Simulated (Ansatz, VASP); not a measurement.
**Si7B: VASP beside Ansatz**

```
CELL_PARAMETERS angstrom
5.26134 0.00000 0.00000
-2.63067 4.55645 0.00000
0.00000 0.00000 4.40959
ATOMIC_POSITIONS crystal
Si 0.50205 0.00410 0.00000
Si 0.50205 0.49795 0.00000
Si 0.99590 0.49795 0.00000
Si 0.32151 0.16076 0.50000
Si 0.83924 0.16076 0.50000
Si 0.83924 0.67849 0.50000
Si 0.33333 0.66667 0.50000
B 0.00000 0.00000 0.00000
```

Change from the starting cell: species swapped into the Mg7Sn type (P-6m2, No. 187).

Alike in both runs: functional PBE; k mesh 3 × 3 × 4; occupations gaussian, width 0.2 eV; no spin polarisation.

Ansatz relaxed the structure, and its values are those at the end. VASP's run is a single point on that final structure, the one shown.

```csv
,VASP,Ansatz
version,VASP 6.6.1,Ansatz 0.2.0
potentials or method,"VASP PAW PBE potentials, release 64 (Si, B), cutoff 500 eV","scalar-relativistic, plane waves, PAW"
valence electrons in the cell,31,31
```

|  | VASP | Ansatz | Ansatz less VASP |
| --- | --- | --- | --- |
| gap on the k mesh at the Fermi level (eV) | none | none | - |
| pressure (GPa) | -0.1 | -0.1 | +0.05 |
| rms of the force components (eV/Å) | 0.004 | 0.005 | +0.0011 |

A gap of «none» marks a metal or a gap that the smearing closes.

The k mesh is coarse, so the values compare programs but aren't converged.
